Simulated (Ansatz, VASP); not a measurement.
# PbS in VASP and in Ansatz

The input INCAR:

```
SYSTEM = PbS
PREC = Accurate ; ENCUT = 600
EDIFF = 1E-6 ; ISMEAR = 0
SIGMA = 0.02 ; LREAL = .FALSE.
LASPH = .TRUE. ; NELM = 100
ALGO = Normal ; ISIF = 3
LWAVE = .FALSE. ; LCHARG = .FALSE.
GGA = PE ; IBRION = 2
NSW = 100 ; EDIFFG = -0.01
```

File KPOINTS:

```
Automatic mesh
0
G
  12 12 12
  0 0 0
```

File POSCAR:

```
PbS
1.0
   -2.1243460720      2.1243460720      3.0047974867
    2.1243460720     -2.1243460720      3.0047974867
    2.1243460720      2.1243460720     -3.0047974867
Pb S
1 1
Direct
    0.5010918958      0.5010918958      0.0000000000
    1.0002734075      1.0002734075      0.0000000000
```

Input for Ansatz:

```yaml
crystal:
  lattice:
    - [-2.124346072, 2.124346072, 3.0047974867]
    - [2.124346072, -2.124346072, 3.0047974867]
    - [2.124346072, 2.124346072, -3.0047974867]
  atoms:
    - { symbol: Pb, position: [0.5010918958, 0.5010918958, 0.0] }
    - { symbol: S, position: [1.0002734075, 1.0002734075, 0.0] }
basis:
  ecutwfc: 420
kpoints:
  mp_grid: { grid: [12, 12, 12] }
hamiltonian:
  xc: pbe
scf:
  occupations: { method: gaussian, width: 0.02 }
output:
  forces: true
  stress: true
  eigenvalues: true
relax:
  adjacent_minimum: "off"
  f_tol: 0.01
  max_steps: 80
  cell: { stress_tol: 0.05 }
```

Change from the starting cell: the structure that the rattled cell fell into.

Alike in both runs: task relaxation of cell and atoms; functional PBE; k mesh 12 × 12 × 12; occupations gaussian, width 0.02 eV; no spin polarisation.

|  | VASP | Ansatz |
| --- | --- | --- |
| version | VASP 6.6.1 | Ansatz 0.2.0 |
| potentials or method | VASP PAW PBE potentials, release 64 (Pb_d, S), cutoff 600 eV | scalar-relativistic, plane waves, PAW |
| valence electrons in the cell | 20 | 20 |

```tsv
	VASP	Ansatz	Ansatz less VASP
gap on the k mesh at the Fermi level, each at its own relaxed structure (eV)	0.50	0.49	-0.007
relaxed volume (Å³/atom)	27.12	27.12	0.000
relaxed length of the cell vector where the two differ most in proportion (Å)	4.249	4.249	0.0000
```

Neither program's run includes spin-orbit coupling. Noted on VASP's run: the relaxation stopped at its first step, so nothing moved.
